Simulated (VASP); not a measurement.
Runs of VASP 6.6.1 on Mg. The structure is that of space group P6_3/mmc (No. 194), or close to it. The cells are those of the table. 

```tsv
cell	gap on the mesh (eV)	pressure (GPa)
a = 3.272, b = 3.272, c = 5.312 Å, angles 90.0, 90.0, 120.0°, 2 atoms	none	(b)
a = 3.241, b = 3.241, c = 5.262 Å, angles 90.0, 90.0, 120.0°, 2 atoms	none	-1.4
a = 3.177, b = 3.177, c = 5.158 Å, angles 90.0, 90.0, 120.0°, 2 atoms	none	(a)
a = 3.144, b = 3.144, c = 5.104 Å, angles 90.0, 90.0, 120.0°, 2 atoms	none	1.9
a = 3.209, b = 3.209, c = 5.210 Å, angles 90.0, 90.0, 120.0°, 2 atoms	none	-0.5
```

Alike in all rows: task single point; level PBE; potentials or basis VASP PAW PBE potentials, release 64 (Mg); no spin polarisation; k mesh 12 × 12 × 7; cutoff (eV) 520; smearing fermi-dirac 0.15 eV.

Q: Fill in the values left out.

A: (a) 0.6; (b) -2.3.

A gap of «none» marks levels without a gap at the run's occupations.
